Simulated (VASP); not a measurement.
Set up this calculation in VASP 6.6.1, as the native input.

```yaml
Task: single point
Functional: HSE06
Potentials_or_basis: VASP PAW PBE potentials, release 64 (Mg, S)
Cutoff: 520 eV
k_mesh: 6 × 6 × 6
Occupations: gaussian, width 0.01 eV
Spin: no spin polarisation
Dipole_correction: no
Grid_for_exact_exchange_PRECFOCK: Normal
Further_INCAR_settings: ALGO = Normal; EDIFF = 1e-06; NBANDS = 11
Screening_parameter: 0.2079 1/Å
```

Crystal: MgS.

```
Mg S
1.0
     0.09931    2.84526    2.84526
     2.84526    0.09931    2.84526
     2.84526    2.84526    0.09931
Mg S
1 1
Direct
  0.00332 0.00332 0.00332
  0.24668 0.24668 0.24668
```

This cell differs from its parent crystal: epitaxial 111 strain -3.0%.

These files were run (other wordings do the same):

POSCAR

```
MgS
1.0
    0.0993066788      2.8452572148      2.8452572148
    2.8452572148      0.0993066788      2.8452572148
    2.8452572148      2.8452572148      0.0993066788
Mg S
1 1
Direct
    0.0033215597      0.0033215597      0.0033215597
    0.2466784403      0.2466784403      0.2466784403
```

INCAR.step1

```
SYSTEM = MgS
ALGO = Normal
EDIFF = 1E-5
ENCUT = 520
GGA = PE
ISIF = 2
ISMEAR = 0
LASPH = .True.
LCHARG = .False.
LREAL = .False.
LWAVE = .True.
NBANDS = 11
NELM = 100
PREC = Accurate
SIGMA = 0.01
```

INCAR.step2

```
SYSTEM = MgS
ALGO = Normal
EDIFF = 1E-6
ENCUT = 520
GGA = PE
HFSCREEN = 0.2079
ISIF = 2
ISMEAR = 0
ISTART = 1
LASPH = .True.
LCHARG = .False.
LHFCALC = .True.
LREAL = .False.
LWAVE = .False.
NBANDS = 11
NELM = 100
PREC = Accurate
PRECFOCK = Normal
SIGMA = 0.01
```

KPOINTS

```
k-points
0
Gamma
  6 6 6
  0 0 0
```

Potentials or basis: VASP PAW PBE potentials, release 64 (Mg, S).

Run with:

```bash
$ cat potpaw_PBE.64/Mg/POTCAR potpaw_PBE.64/S/POTCAR > POTCAR
$ cp INCAR.step1 INCAR
$ mpirun -np 1 vasp_std > vasp.out
$ cp INCAR.step2 INCAR
$ mpirun -np 1 vasp_std > vasp.out
```

It gave:

The pressure is 2.2 GPa and the largest force is 0.004 eV/Å. The band gap on the k mesh is 4.53 eV, direct.

Caveat: the cell differs from its parent crystal (epitaxial 111 strain -3.0%); the PAW data sets were made with another functional, which shifts forces and pressure a little.

It took 22 min on 1 thread of Intel Xeon 6975P-C, with other jobs on the host, peak memory 0.3 GiB.
